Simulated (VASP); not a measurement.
A run of VASP 6.6.1:

INCAR

```
PREC = Accurate
ENCUT = 600
EDIFF = 1E-6
ISMEAR = -1
SIGMA = 0.08
LREAL = False
LASPH = True
NELM = 60
ALGO = Normal
ISIF = 3
LWAVE = False
LCHARG = False
GGA = PE
IBRION = 2
NSW = 60
EDIFFG = -0.005
PSTRESS = 310.0
```

Contents of KPOINTS:

```
regular mesh
0
Gamma
  17 17 17
```

File POSCAR:

```
Ag
1.0
   -1.5420629260      1.5420629260      1.5420629260
    1.5420629260     -1.5420629260      1.5420629260
    1.5420629260      1.5420629260     -1.5420629260
Ag
1
Direct
    0.0000000000      0.0000000000      0.0000000000
```

Potentials or basis: VASP PAW PBE potentials, release 64 (Ag).

Command:

```console
$ cat potpaw_PBE.64/Ag/POTCAR > POTCAR
$ mpirun -np 1 vasp_std > vasp.out
```

Hardware: 1 thread of Intel(R) Xeon(R) 6975P-C (Granite Rapids) (shared host).

Question: How long does it take, and how much memory?

Answer: Run time: 14 s on 1 thread of Intel(R) Xeon(R) 6975P-C (Granite Rapids), on a shared host, peak memory 0.16 GiB. Counts: scf iterations 21, k points 165, ion steps 3.
